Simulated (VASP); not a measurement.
# SbBr (Pm-3m) in VASP: notebook

The runs below take SbBr through relaxation of cell and atoms, single point, with PBE.

Everything below comes from runs of VASP 6.6.1. Logs are shortened: lines on timing, memory, paths and dates and some standing lists are left out, and cuts for length are marked.

## 1. The cell of the first run

Symmetry: Pm-3m, No. 221, cubic system. Conventional cell: a = 4.276 Å, b = 4.276 Å, c = 4.276 Å, α = 90.00°, β = 90.00°, γ = 90.00°. Sb (site symmetry m-3m) has 8 Br at 3.70 Å and 6 Sb at 4.28 Å within 4.9 Å. Within 4.9 Å of Br (site symmetry m-3m) lie 8 Sb at 3.70 Å and 6 Br at 4.28 Å.

The cell was generated, and may not be a known phase.

## 2. Relaxation of cell and atoms, PBE

INCAR reads:

```
SYSTEM = SbBr
PREC = Accurate
ENCUT = 500
EDIFF = 1E-7
ISMEAR = 0
SIGMA = 0.1
LREAL = .FALSE.
LASPH = .TRUE.
NELM = 120
ALGO = Normal
ISIF = 3
LWAVE = .FALSE.
LCHARG = .FALSE.
GGA = PE
IBRION = 2
NSW = 90
EDIFFG = -0.04
GGA_COMPAT = .FALSE.
NELMIN = 4
```

KPOINTS reads:

```
regular mesh
0
G
  4 4 4
  0 0 0
```

POSCAR reads:

```
SbBr
1.0
    4.2759110300      0.0000000000      0.0000000000
    0.0000000000      4.2759110300      0.0000000000
    0.0000000000      0.0000000000      4.2759110300
Sb Br
1 1
Direct
    0.5000000000      0.5000000000      0.5000000000
    0.0000000000      0.0000000000      0.0000000000
```

Potentials or basis: VASP PAW PBE potentials, release 64 (Sb, Br).

Run with:

```bash
> cat potpaw_PBE.64/Sb/POTCAR potpaw_PBE.64/Br/POTCAR > POTCAR
> mpirun -np 1 vasp_std > vasp.out
```

OUTCAR:

```text
SYSTEM = SbBr
   PREC = Accurate
   ENCUT = 500
   EDIFF = 1E-7
   ISMEAR = 0
   LREAL = .FALSE.
   LASPH = .TRUE.
   NELM = 120
   ISIF = 3
   GGA = PE
   IBRION = 2
   NSW = 90
   EDIFFG = -0.04
   NELMIN = 4

 ion  position               nearest neighbor table
   1  0.500  0.500  0.500-
   2  0.000  0.000  0.000-

  LATTYP: Found a simple cubic cell.
 ALAT       =     4.2759110300

  Lattice vectors:

 A1 = (   4.2759110300,   0.0000000000,   0.0000000000)
 A2 = (   0.0000000000,   4.2759110300,   0.0000000000)
 A3 = (   0.0000000000,   0.0000000000,   4.2759110300)

Analysis of symmetry for initial positions (statically):
=====================================================================
 Subroutine PRICEL returns:
 Original cell was already a primitive cell.

 Routine SETGRP: Setting up the symmetry group for a
 simple cubic supercell.

 Subroutine GETGRP returns: Found 48 space group operations
 (whereof 48 operations were pure point group operations)
 out of a pool of 48 trial point group operations.

The static configuration has the point symmetry O_h .

Analysis of symmetry for dynamics (positions and initial velocities):
=====================================================================
 Subroutine PRICEL returns:
 Original cell was already a primitive cell.

 Routine SETGRP: Setting up the symmetry group for a
 simple cubic supercell.

 Subroutine GETGRP returns: Found 48 space group operations
 (whereof 48 operations were pure point group operations)
 out of a pool of 48 trial point group operations.

The dynamic configuration has the point symmetry O_h .

 Subroutine INISYM returns: Found 48 space group operations
 (whereof 48 operations are pure point group operations),
 and found     1 'primitive' translations

----------------------------------------------------------------------------------------

                                     Primitive cell

  volume of cell :      78.1783

  direct lattice vectors                    reciprocal lattice vectors
     4.275911030  0.000000000  0.000000000     0.233868290  0.000000000  0.000000000
     0.000000000  4.275911030  0.000000000     0.000000000  0.233868290  0.000000000
     0.000000000  0.000000000  4.275911030     0.000000000  0.000000000  0.233868290

  length of vectors
     4.275911030  4.275911030  4.275911030     0.233868290  0.233868290  0.233868290

  position of ions in fractional coordinates (direct lattice)
     0.500000000  0.500000000  0.500000000
     0.000000000  0.000000000  0.000000000

  ion indices of the primitive-cell ions
   primitive index   ion index
                 1           1
                 2           2

----------------------------------------------------------------------------------------

 KPOINTS: regular mesh

Automatic generation of k-mesh.
 Grid dimensions read from file:
 generate k-points for:    4    4    4

 Generating k-lattice:

  Cartesian coordinates                     Fractional coordinates (reciprocal lattice)
     0.058467072  0.000000000  0.000000000     0.250000000  0.000000000  0.000000000
     0.000000000  0.058467072  0.000000000     0.000000000  0.250000000  0.000000000
     0.000000000  0.000000000  0.058467072     0.000000000  0.000000000  0.250000000

  Length of vectors
     0.058467072  0.058467072  0.058467072

  Shift w.r.t. Gamma in fractional coordinates (k-lattice)
     0.000000000  0.000000000  0.000000000

 Subroutine IBZKPT returns following result:
 ===========================================

 Found     10 irreducible k-points:

 Following reciprocal coordinates:
            Coordinates               Weight
  0.000000  0.000000  0.000000      1.000000
  0.250000  0.000000  0.000000      6.000000
  0.500000  0.000000  0.000000      3.000000
  0.250000  0.250000  0.000000     12.000000
  0.500000  0.250000  0.000000     12.000000
  0.500000  0.500000  0.000000      3.000000
  0.250000  0.250000  0.250000      8.000000
  0.500000  0.250000  0.250000     12.000000
  0.500000  0.500000  0.250000      6.000000
  0.500000  0.500000  0.500000      1.000000
   k-points           NKPTS =     10   k-points in BZ     NKDIM =     10   number of bands    NBANDS=     10
   number of dos      NEDOS =    301   number of ions     NIONS =      2
   total plane-waves  NPLWV =  32768
   dimension x,y,z NGX =    32 NGY =   32 NGZ =   32
   dimension x,y,z NGXF=    64 NGYF=   64 NGZF=   64
   ions per type =               1   1
   NGX,Y,Z   is equivalent  to a cutoff of  12.44, 12.44, 12.44 a.u.
   NGXF,Y,Z  is equivalent  to a cutoff of  24.88, 24.88, 24.88 a.u.
 SYSTEM =  SbBr
   PREC   = accura    normal or accurate (medium, high low for compatibility)
   ISTART =      0    job   : 0-new  1-cont  2-samecut
   ICHARG =      2    charge: 1-file 2-atom 10-const
   ISPIN  =      1    spin polarized calculation?
   LNONCOLLINEAR =      F non collinear calculations
   LSORBIT =      F    spin-orbit coupling
   LASPH  =      T    aspherical Exc in radial PAW
   ENCUT  =  500.0 eV  36.75 Ry    6.06 a.u.   7.80  7.80  7.80*2*pi/ulx,y,z
   NELM   =    120;   NELMIN=  4; NELMDL= -5     # of ELM steps
   EDIFF  = 0.1E-06   stopping-criterion for ELM
   LREAL  =      F    real-space projection
   EDIFFG = -.4E-01   stopping-criterion for IOM
   NSW    =     90    number of steps for IOM
   IBRION =      2    ionic relax: 0-MD 1-quasi-New 2-CG
   NFREE  =      1    steps in history (QN), initial steepest desc. (CG)
   ISIF   =      3    stress and relaxation
   ISYM   =      2    0-nonsym 1-usesym 2-fastsym
   POTIM  = 0.5000    time-step for ionic-motion
   TEBEG  =    0.0;   TEEND  =   0.0 temperature during run
   PSTRESS=    0.0 pullay stress
   NELECT =      12.0000    total number of electrons
   NUPDOWN=      -1.0000    fix difference up-down
   EMIN   =  10.00;   EMAX   =-10.00  energy-range for DOS
   EFERMI =   0.00;   METHOD = LEGACY
   ISMEAR =     0;   SIGMA  =   0.10  broadening in eV -4-tet -1-fermi 0-gaus
   EFERMI_NEDOS =   21; number of points for ismear=-14 and -15
   IALGO  =     38    algorithm
   IMIX   =      4    mixing-type and parameters
     AMIX     =   0.40;   BMIX     =  1.00
     AMIX_MAG =   1.60;   BMIX_MAG =  1.00
  volume/ion in A,a.u.               =      39.09       263.79
  Fermi-wavevector in a.u.,A,eV,Ry     =   0.876543  1.656426 10.453733  0.768328
  Thomas-Fermi vector in A             =   1.996368
   LORBIT       =      0    0 simple, 1 ext, 2 COOP (PROOUT), +10 PAW based schemes
   GGA     = PE    functional components
   LHFCALC =     F    Hartree Fock is set to
   AEXX    =    0.0000 exact exchange contribution
   IVDW    =     0    specifies the selected vdW correction
   LEPSILON=     F    determine dielectric tensor
   LRPA    =     F    only Hartree local field effects (RPA)
 conjugate gradient relaxation of ions
 non-spin polarized calculation
 Gauss-broadening in eV      SIGMA  =   0.10
  energy-cutoff  :      500.00
  volume of cell :       78.18
 maximum number of plane-waves:      2008
 NGX is ok and might be reduce to    32
   NGX = 15   NGY = 15   NGZ = 15

--------------------------------------- Ionic step        1  -------------------------------------------

 number of electron      11.9999996 magnetization

 Free energy of the ion-electron system (eV)
  ---------------------------------------------------
  ext. energy  EPLUGINS =         0.00000000
  ---------------------------------------------------
  free energy    TOTEN  =        -4.46504799 eV

  energy without entropy =       -4.44406212  energy(sigma->0) =       -4.45455506

------------------------ aborting loop because EDIFF is reached ----------------------------------------

  FORCE on cell =-STRESS in cart. coord.  units (eV):
  Direction    XX          YY          ZZ          XY          YZ          ZX
  --------------------------------------------------------------------------------------
  -------------------------------------------------------------------------------------
  Total       -3.2399038     -3.2399038     -3.2399038      0.0000000     -0.0000000     -0.0000000
  in kB      -66.3982635    -66.3982635    -66.3982635      0.0000000     -0.0000000     -0.0000000
  external PRESSURE =     -66.3982635 kB  Pullay stress =       0.0000000 kB
[... 21 lines left out ...]
  energy  without entropy=       -4.4440621221  energy(sigma->0) =       -4.45455506

--------------------------------------- Ionic step        2  -------------------------------------------

 number of electron      12.0000000 magnetization

 E-fermi :   4.4701     XC(G=0):  -9.1936

 val. band max:        4.3230455474   @ k =   0.5000   0.2500   0.0000
 cond. band min:       4.5133256801   @ k =   0.5000   0.2500   0.2500
 fundamental gap:      0.1902801326
 Fermi energy:         4.4701021083

 k-point     1 :       0.0000    0.0000    0.0000
  band No.  band energies     occupation
      1     -11.1376      2.00000
      2      -4.5420      2.00000
      3       1.2010      2.00000
      4       1.2010      2.00000
      5       1.2010      2.00000
      6       6.6705      0.00000
      7       6.6705      0.00000
      8       6.6705      0.00000
      9       8.6008      0.00000
     10       8.6008      0.00000
[... 184 lines left out ...]
  energy  without entropy=       -5.2137797164  energy(sigma->0) =       -5.21908098

--------------------------------------- Ionic step        4  -------------------------------------------

 number of electron      11.9999998 magnetization

 Free energy of the ion-electron system (eV)
  ---------------------------------------------------
  ext. energy  EPLUGINS =         0.00000000
  ---------------------------------------------------
  free energy    TOTEN  =        -5.22615429 eV

  energy without entropy =       -5.21565864  energy(sigma->0) =       -5.22090647

 E-fermi :   6.1421     XC(G=0):  -9.8170

 val. band max:        5.9761099779   @ k =   0.5000   0.2500   0.0000
 cond. band min:       6.1709387258   @ k =   0.5000   0.2500   0.2500
 fundamental gap:      0.1948287479
 Fermi energy:         6.1421121312

 k-point     1 :       0.0000    0.0000    0.0000
  band No.  band energies     occupation
      1     -10.3212      2.00000
      2      -3.0225      2.00000
      3       2.2703      2.00000
      4       2.2703      2.00000
      5       2.2703      2.00000
      6       8.8483      0.00000
      7       8.8483      0.00000
      8       8.8483      0.00000
      9       9.7277      0.00000
     10       9.7277      0.00000
[... 144 lines left out ...]
  FREE ENERGIE OF THE ION-ELECTRON SYSTEM (eV)
  ---------------------------------------------------
  free  energy   TOTEN  =        -5.2261542944 eV

  energy  without entropy=       -5.2156586405  energy(sigma->0) =       -5.22090647

 reached required accuracy - stopping structural energy minimisation
```

Wall time 53 s (1 thread of Intel Xeon 8259CL, shared host); peak memory 0.18 GiB.

Results:

* Free energy: -5.2262 eV
* Relaxed volume: 26.62 Å³/atom
* Relaxed cell: a = 3.762 Å, b = 3.762 Å, c = 3.762 Å, α = 90.00°, β = 90.00°, γ = 90.00°
* Space group after relaxing (to 0.1 Å): Pm-3m (No. 221)
* Energy gained by relaxing: 380.6 meV/atom
* Ionic steps: 4
* Pressure after relaxing: 0.2 GPa
* Band gap on the k mesh: zero (bands 6 and 7 overlap by 5.14 eV)

Step by step:
```csv
step,energy change (eV),largest force (eV/Å),pressure (GPa),volume (Å³)
1,0.0000,0.0000,-6.64,78.18
2,-0.6366,0.0000,-4.46,61.24
3,-0.7593,0.0000,-0.71,54.31
4,-0.7611,0.0000,0.20,53.23
```

Final structure:
```cif
data_structure
_symmetry_space_group_name_H-M 'P 1'
_symmetry_Int_Tables_number 1
_cell_length_a 3.7617
_cell_length_b 3.7617
_cell_length_c 3.7617
_cell_angle_alpha 90.000
_cell_angle_beta 90.000
_cell_angle_gamma 90.000
_cell_volume 53.23
loop_
_atom_site_label
_atom_site_type_symbol
_atom_site_fract_x
_atom_site_fract_y
_atom_site_fract_z
_atom_site_occupancy
Sb1 Sb 0.50000 0.50000 0.50000 1
Br1 Br 0.00000 0.00000 0.00000 1
```

Caveat: the k points lie up to 0.42 Å⁻¹ apart in the final cell, too coarse for converged energies and pressures of a metal; the volume moved by over 15 % at a fixed basis, so the end points are rough; spin-orbit coupling is left out, which moves the levels of the heavy elements.

(Part 1 of 2 ends here.)

The gap in the log of VASP goes by the Fermi energy; the results here count the filled bands.